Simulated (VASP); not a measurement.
Write the native input for VASP 6.6.1 that does the following.

```
Task                   : single point
Functional             : PBEsol
Potentials or basis    : VASP PAW PBE potentials, release 64 (Mg, O)
Cutoff                 : 520 eV
k mesh                 : 10 × 10 × 10
Occupations            : gaussian, width 0.05 eV
Spin                   : no spin polarisation
Dipole correction      : no
Further INCAR settings : ALGO = Normal; EDIFF = 1e-06; NBANDS = 11
```

The structure of MgO lies in POSCAR:

```
MgO
1.0
    0.0000000000      2.1071057205      2.1597833635
    2.1071057205      0.0000000000      2.1597833635
    2.1071057205      2.1071057205      0.0000000000
Mg O
1 1
Direct
    0.0000000000      0.0000000000      0.0000000000
    0.5000000000      0.5000000000      0.5000000000
```

This cell differs from its parent crystal: strain +0.000 along x and y, +0.025 along z.

The input as run:

INCAR

```
SYSTEM = MgO
ALGO = Normal ; EDIFF = 1E-6
ENCUT = 520 ; GGA = PS
ISIF = 2 ; ISMEAR = 0
LASPH = .True. ; LCHARG = .False.
LREAL = .False. ; LWAVE = .False.
NBANDS = 11 ; NELM = 60
PREC = Accurate ; SIGMA = 0.05
```

KPOINTS

```
k-points
0
Gamma
  10 10 10
  0 0 0
```

Potentials or basis: VASP PAW PBE potentials, release 64 (Mg, O).

Command:

```bash
$ cat potpaw_PBE.64/Mg/POTCAR potpaw_PBE.64/O/POTCAR > POTCAR
$ mpirun -np 1 vasp_std > vasp.out
```

It gave:

```
Pressure               : -4.1 GPa
Band gap on the k mesh : 4.35 eV, direct
```

Caveat: the cell differs from its parent crystal (strain +0.000 along x and y, +0.025 along z); the PAW data sets were made with another functional, which shifts forces and pressure a little.

It took 22 s on 1 thread of Intel Xeon 6975P-C (shared host), peak memory 0.15 GiB.
